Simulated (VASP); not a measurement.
# Zr (Im-3m) in VASP: single point with r2SCAN

Aim: the single point of Zr with r2SCAN.

All numbers are computed with VASP 6.6.1; they aren't measurements. Logs are shortened: lines on timing, memory, paths and dates and some standing lists are left out, and cuts for length are marked.

## Step 1: The cell of the first run

Symmetry: Im-3m, No. 229, cubic system. Conventional cell: a = 3.620 Å, b = 3.620 Å, c = 3.620 Å, α = 90.00°, β = 90.00°, γ = 90.00°. Zr (site symmetry m-3m) has 14 Zr at 3.14 to 3.62 Å within 4.1 Å.

## Step 2: Single point, r2SCAN

POSCAR

```
Zr
1.0
   -1.8100000000      1.8100000000      1.8100000000
    1.8100000000     -1.8100000000      1.8100000000
    1.8100000000      1.8100000000     -1.8100000000
Zr
1
Direct
    0.0000000000      0.0000000000      0.0000000000
```

INCAR.step1

```
SYSTEM = Zr
ALGO = Normal
EDIFF = 1E-4
ENCUT = 520
GGA = PE
ISMEAR = 0
LASPH = .True.
LCHARG = .False.
LREAL = .False.
LWAVE = .True.
NBANDS = 12
NELM = 80
PREC = Accurate
SIGMA = 0.15
```

INCAR.step2

```
SYSTEM = Zr
ALGO = Normal
EDIFF = 1E-6
ENCUT = 520
ISIF = 2
ISMEAR = 0
ISTART = 1
LASPH = .True.
LCHARG = .False.
LMIXTAU = .True.
LREAL = .False.
LWAVE = .False.
METAGGA = R2SCAN
NBANDS = 12
NELM = 80
PREC = Accurate
SIGMA = 0.15
```

KPOINTS

```
k-points
0
Gamma
  20 20 20
  0 0 0
```

Potentials or basis: VASP PAW PBE potentials, release 64 (Zr_sv).

Launch:

```
> cat potpaw_PBE.64/Zr_sv/POTCAR > POTCAR
> cp INCAR.step1 INCAR
> mpirun -np 1 vasp_std > vasp.out
> cp INCAR.step2 INCAR
> mpirun -np 1 vasp_std > vasp.out
```

OUTCAR:

```text
SYSTEM = Zr
   EDIFF = 1E-6
   ENCUT = 520
   ISIF = 2
   ISMEAR = 0
   ISTART = 1
   LASPH = .True.
   LREAL = .False.
   METAGGA = R2SCAN
   NELM = 80
   PREC = Accurate

 ion  position               nearest neighbor table
   1  0.000  0.000  0.000-

  LATTYP: Found a body centered cubic cell.
 ALAT       =     3.6200000000

  Lattice vectors:

 A1 = (  -1.8100000000,   1.8100000000,   1.8100000000)
 A2 = (   1.8100000000,  -1.8100000000,   1.8100000000)
 A3 = (   1.8100000000,   1.8100000000,  -1.8100000000)

Analysis of symmetry for initial positions (statically):
=====================================================================
 Subroutine PRICEL returns:
 Original cell was already a primitive cell.

 Routine SETGRP: Setting up the symmetry group for a
 body centered cubic supercell.

 Subroutine GETGRP returns: Found 48 space group operations
 (whereof 48 operations were pure point group operations)
 out of a pool of 48 trial point group operations.

The static configuration has the point symmetry O_h .

Analysis of symmetry for dynamics (positions and initial velocities):
=====================================================================
 Subroutine PRICEL returns:
 Original cell was already a primitive cell.

 Routine SETGRP: Setting up the symmetry group for a
 body centered cubic supercell.

 Subroutine GETGRP returns: Found 48 space group operations
 (whereof 48 operations were pure point group operations)
 out of a pool of 48 trial point group operations.

The dynamic configuration has the point symmetry O_h .

 Subroutine INISYM returns: Found 48 space group operations
 (whereof 48 operations are pure point group operations),
 and found     1 'primitive' translations

----------------------------------------------------------------------------------------

                                     Primitive cell

  volume of cell :      23.7190

  direct lattice vectors                    reciprocal lattice vectors
    -1.810000000  1.810000000  1.810000000     0.000000000  0.276243094  0.276243094
     1.810000000 -1.810000000  1.810000000     0.276243094  0.000000000  0.276243094
     1.810000000  1.810000000 -1.810000000     0.276243094  0.276243094  0.000000000

  length of vectors
     3.135011962  3.135011962  3.135011962     0.390666730  0.390666730  0.390666730

  position of ions in fractional coordinates (direct lattice)
     0.000000000  0.000000000  0.000000000

  ion indices of the primitive-cell ions
   primitive index   ion index
                 1           1

----------------------------------------------------------------------------------------

 KPOINTS: k-points

Automatic generation of k-mesh.
 Grid dimensions read from file:
 generate k-points for:   20   20   20

 Generating k-lattice:

  Cartesian coordinates                     Fractional coordinates (reciprocal lattice)
     0.000000000  0.013812155  0.013812155     0.050000000  0.000000000  0.000000000
     0.013812155  0.000000000  0.013812155     0.000000000  0.050000000  0.000000000
     0.013812155  0.013812155  0.000000000     0.000000000  0.000000000  0.050000000

  Length of vectors
     0.019533336  0.019533336  0.019533336

  Shift w.r.t. Gamma in fractional coordinates (k-lattice)
     0.000000000  0.000000000  0.000000000

 Subroutine IBZKPT returns following result:
 ===========================================

 Found    256 irreducible k-points:

 Following reciprocal coordinates:
            Coordinates               Weight
  0.000000  0.000000  0.000000      1.000000
  0.050000  0.000000  0.000000     12.000000
  0.100000  0.000000  0.000000     12.000000
  0.150000  0.000000  0.000000     12.000000
  0.200000  0.000000  0.000000     12.000000
  0.250000  0.000000  0.000000     12.000000
[... 16 lines left out ...]
  0.200000  0.100000  0.000000     48.000000
  0.250000  0.100000  0.000000     48.000000
 [... further k-points ...]
   k-points           NKPTS =    256   k-points in BZ     NKDIM =    256   number of bands    NBANDS=     12
   number of dos      NEDOS =    301   number of ions     NIONS =      1
   total plane-waves  NPLWV =  13824
   dimension x,y,z NGX =    24 NGY =   24 NGZ =   24
   dimension x,y,z NGXF=    48 NGYF=   48 NGZF=   48
   ions per type =               1
   NGX,Y,Z   is equivalent  to a cutoff of  12.73, 12.73, 12.73 a.u.
   NGXF,Y,Z  is equivalent  to a cutoff of  25.45, 25.45, 25.45 a.u.
 SYSTEM =  Zr
   PREC   = accura    normal or accurate (medium, high low for compatibility)
   ISTART =      1    job   : 0-new  1-cont  2-samecut
   ICHARG =      0    charge: 1-file 2-atom 10-const
   ISPIN  =      1    spin polarized calculation?
   LNONCOLLINEAR =      F non collinear calculations
   LSORBIT =      F    spin-orbit coupling
   LASPH  =      T    aspherical Exc in radial PAW
   ENCUT  =  520.0 eV  38.22 Ry    6.18 a.u.   5.83  5.83  5.83*2*pi/ulx,y,z
   NELM   =     80;   NELMIN=  2; NELMDL=  0     # of ELM steps
   EDIFF  = 0.1E-05   stopping-criterion for ELM
   LREAL  =      F    real-space projection
   EDIFFG = 0.1E-04   stopping-criterion for IOM
   NSW    =      0    number of steps for IOM
   IBRION =     -1    ionic relax: 0-MD 1-quasi-New 2-CG
   NFREE  =      0    steps in history (QN), initial steepest desc. (CG)
   ISIF   =      2    stress and relaxation
   ISYM   =      2    0-nonsym 1-usesym 2-fastsym
   POTIM  = 0.5000    time-step for ionic-motion
   TEBEG  =    0.0;   TEEND  =   0.0 temperature during run
   PSTRESS=    0.0 pullay stress
   NELECT =      12.0000    total number of electrons
   NUPDOWN=      -1.0000    fix difference up-down
   EMIN   =  10.00;   EMAX   =-10.00  energy-range for DOS
   EFERMI =   0.00;   METHOD = LEGACY
   ISMEAR =     0;   SIGMA  =   0.15  broadening in eV -4-tet -1-fermi 0-gaus
   EFERMI_NEDOS =   21; number of points for ismear=-14 and -15
   IALGO  =     38    algorithm
   IMIX   =      4    mixing-type and parameters
     AMIX     =   0.40;   BMIX     =  1.00
     AMIX_MAG =   1.60;   BMIX_MAG =  1.00
  volume/ion in A,a.u.               =      23.72       160.06
  Fermi-wavevector in a.u.,A,eV,Ry     =   1.304478  2.465105 23.152520  1.701662
  Thomas-Fermi vector in A             =   2.435411
   LORBIT       =      0    0 simple, 1 ext, 2 COOP (PROOUT), +10 PAW based schemes
   METAGGA = R2SCAN    functional components
   LHFCALC =     F    Hartree Fock is set to
   AEXX    =    0.0000 exact exchange contribution
   IVDW    =     0    specifies the selected vdW correction
   LEPSILON=     F    determine dielectric tensor
   LRPA    =     F    only Hartree local field effects (RPA)
 non-spin polarized calculation
 Gauss-broadening in eV      SIGMA  =   0.15
  energy-cutoff  :      520.00
  volume of cell :       23.72
 maximum number of plane-waves:       682
   NGX = 11   NGY = 11   NGZ = 11

 number of electron      12.0000000 magnetization

 Free energy of the ion-electron system (eV)
  ---------------------------------------------------
  ext. energy  EPLUGINS =         0.00000000
  ---------------------------------------------------
  free energy    TOTEN  =       -22.63408224 eV

  energy without entropy =      -22.61317046  energy(sigma->0) =      -22.62362635

 E-fermi :   8.5308     XC(G=0): -11.8715

 val. band max:        8.5219823189   @ k =   0.3000   0.2500   0.0000
 cond. band min:       8.5320828059   @ k =   0.2500   0.1000   0.0500
 fundamental gap:      0.0101004870
 Fermi energy:         8.5308284638

 k-point     1 :       0.0000    0.0000    0.0000
  band No.  band energies     occupation
      1     -41.7120      2.00000
      2     -18.5371      2.00000
      3     -18.5371      2.00000
      4     -18.5371      2.00000
      5       2.8452      2.00000
      6       9.8332      0.00000
      7       9.8332      0.00000
      8       9.8332      0.00000
      9      12.3096      0.00000
     10      12.3096      0.00000
     11      21.3935      0.00000
     12      21.3935      0.00000

 k-point     2 :       0.0500    0.0000    0.0000
  band No.  band energies     occupation
      1     -41.7084      2.00000
      2     -18.5622      2.00000
      3     -18.5446      2.00000
      4     -18.5373      2.00000
      5       2.9332      2.00000
      6       9.7724      0.00000
      7       9.8125      0.00000
      8       9.9162      0.00000
      9      12.2126      0.00000
     10      12.3082      0.00000
     11      21.4711      0.00000
     12      21.5535      0.00000

 k-point     3 :       0.1000    0.0000    0.0000
  band No.  band energies     occupation
      1     -41.6978      2.00000
      2     -18.6343      2.00000
      3     -18.5663      2.00000
      4     -18.5379      2.00000
      5       3.1899      2.00000
      6       9.6024      0.00000
      7       9.7303      0.00000
      8      10.1628      0.00000
      9      11.9957      0.00000
     10      12.3083      0.00000
     11      21.6690      0.00000
     12      22.0197      0.00000
[... 286 lines left out ...]
 k-point    23 :       0.2000    0.1000    0.0000
  band No.  band energies     occupation
      1     -41.6298      2.00000
      2     -19.0581      2.00000
      3     -18.6922      2.00000
      4     -18.5721      2.00000
      5       4.8758      2.00000
      6       8.7114      0.08865
      7       8.8395      0.00361
      8      11.6022      0.00000
      9      12.1168      0.00000
     10      12.6830      0.00000
     11      21.6863      0.00000
     12      22.6050      0.00000

 k-point    24 :       0.2500    0.1000    0.0000
  band No.  band energies     occupation
      1     -41.6076      2.00000
      2     -19.1859      2.00000
      3     -18.7453      2.00000
      4     -18.5749      2.00000
      5       5.3808      2.00000
      6       8.4546      1.52753
      7       8.7001      0.11047
      8      11.7626      0.00000
      9      12.7850      0.00000
     10      12.9017      0.00000
     11      20.9024      0.00000
     12      21.9132      0.00000

 [... further k-points ...]

------------------------ aborting loop because EDIFF is reached ----------------------------------------

  FORCE on cell =-STRESS in cart. coord.  units (eV):
  Direction    XX          YY          ZZ          XY          YZ          ZX
  --------------------------------------------------------------------------------------
  -------------------------------------------------------------------------------------
  Total       -0.4031504     -0.4031504     -0.4031504      0.0000000      0.0000000      0.0000000
  in kB      -27.2321537    -27.2321537    -27.2321537      0.0000000      0.0000000      0.0000000
  external PRESSURE =     -27.2321537 kB  Pullay stress =       0.0000000 kB

 VOLUME and BASIS-vectors are now :
 -----------------------------------------------------------------------------
  energy-cutoff  :      520.00
  volume of cell :       23.72
      direct lattice vectors                 reciprocal lattice vectors
    -1.810000000  1.810000000  1.810000000     0.000000000  0.276243094  0.276243094
     1.810000000 -1.810000000  1.810000000     0.276243094  0.000000000  0.276243094
     1.810000000  1.810000000 -1.810000000     0.276243094  0.276243094  0.000000000

 POSITION                                       TOTAL-FORCE (eV/Angst)
 -----------------------------------------------------------------------------------
      0.00000      0.00000      0.00000         0.000000     -0.000000     -0.000000
 -----------------------------------------------------------------------------------
    total drift:                                0.000000      0.000000      0.000000

  FREE ENERGIE OF THE ION-ELECTRON SYSTEM (eV)
  ---------------------------------------------------
  free  energy   TOTEN  =       -22.6340822399 eV

  energy  without entropy=      -22.6131704641  energy(sigma->0) =      -22.62362635
```

Run time: 4.6 min. Hardware: 1 thread of Intel Xeon 8259CL, shared host; peak memory 0.2 GiB.

Results:

- Free energy: -22.6341 eV
- Pressure: -2.7 GPa
- Band gap on the k mesh: zero (band 6 reaches 9.83 eV, above the bottom of band 7 at 7.79 eV)

Caveat: the PAW data sets were made with another functional, which shifts forces and pressure a little.
